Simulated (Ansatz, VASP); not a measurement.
One calculation of Mg, two programs

```
CELL_PARAMETERS angstrom
-1.70705 1.70705 1.77305
1.70705 -1.70705 1.77305
1.70705 1.70705 -1.77305
ATOMIC_POSITIONS crystal
Mg 0.00000 0.00000 0.00000
```

Alike in both runs: task single point; functional PBE; k mesh 18 × 18 × 18; occupations gaussian, width 0.15 eV; no spin polarisation.

```csv
,VASP,Ansatz
version,VASP 6.6.1,Ansatz 0.2.0
potentials or method,"VASP PAW PBE potentials, release 64 (Mg), cutoff 520 eV","scalar-relativistic, plane waves, PAW"
valence electrons in the cell,2,10
```

Ansatz gave:

```
gap on the k mesh at the Fermi level (eV)                     : none
pressure (GPa)                                                : 4.5
traceless stress, the component that is largest in VASP (GPa) : 0.17
```

Q: Which values does VASP return?

A: gap on the k mesh at the Fermi level (eV): none; pressure (GPa): 4.4; traceless stress, the component that is largest in VASP (GPa): 0.18.

A gap of «none» marks a metal or a gap that the smearing closes. With one functional, cell and mesh, what is left measures potentials, basis and numerics. VASP's potentials hold 2 valence electrons a cell and Ansatz's 10, so a difference there can come from the potentials and not from the codes.
